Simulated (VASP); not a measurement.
A run of VASP 6.6.1:

The input INCAR:

```
SYSTEM = F
ALGO = Normal
EDIFF = 1E-7
ENCUT = 520
GGA = PS
ISIF = 2
ISMEAR = 0
LASPH = .TRUE.
LCHARG = .TRUE.
LELF = .TRUE.
LREAL = .FALSE.
LVHAR = .TRUE.
LWAVE = .FALSE.
NBANDS = 22
NELM = 60
PREC = Accurate
SIGMA = 0.05
```

Contents of KPOINTS:

```
k-points
0
G
  4 4 2
  0 0 0
```

File POSCAR:

```
F
1.0
    3.0712726503     -1.7651656529     -0.2368830422
    3.0712726503      1.7651656529     -0.2368830422
   -2.3093624171      0.0000000000      7.0690049337
F
4
Direct
    0.0848459664      0.0848459664      0.1059920108
    0.9151540336      0.9151540336      0.8940079892
    0.5015719855      0.5015719855      0.5937195244
    0.4984280145      0.4984280145      0.4062804756
```

Potentials or basis: VASP PAW PBE potentials, release 64 (F).

Command:

```sh
$ cat potpaw_PBE.64/F/POTCAR > POTCAR
$ mpirun -np 1 vasp_std > vasp.out
```

Hardware: 1 thread of Intel(R) Xeon(R) Platinum 8488C (Sapphire Rapids), on a shared host.

Task: Estimate the wall time of this run.

Result: Wall time 21 s on 1 thread of Intel(R) Xeon(R) Platinum 8488C (Sapphire Rapids), with other jobs on the host, peak memory 0.18 GiB. Counts: scf iterations 15, k points 14.
